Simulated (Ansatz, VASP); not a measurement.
One calculation of As, two programs

```
As
1.0
     3.59397    0.00000    0.00000
    -1.79699    3.11247    0.00000
     0.00000    0.00000   35.37257
As
4
Direct
  0.66667 0.33333 0.24138
  0.33333 0.66667 0.20209
  0.66667 0.33333 0.36332
  0.33333 0.66667 0.32403
```

Alike in both runs: functional PBE; dispersion D3(BJ); k mesh 6 × 6 × 1; occupations gaussian, width 0.1 eV; no spin polarisation.

Ansatz relaxed the structure, and its values are those at the end. VASP's run is a single point on that final structure, the one shown.

```csv
,VASP,Ansatz
version,VASP 6.6.1,Ansatz 0.2.0
potentials or method,"VASP PAW PBE potentials, release 64 (As_d), cutoff 520 eV","scalar-relativistic, plane waves, PAW"
valence electrons in the cell,60,60
```

```csv
,VASP,Ansatz,Ansatz less VASP
gap on the k mesh at the Fermi level (eV),0.75,0.76,+0.012
least direct gap on the mesh (eV),1.46,1.47,+0.018
rms of the force components (eV/Å),0.007,0.014,+0.0064
```

Ansatz's warnings: slab cell height set.
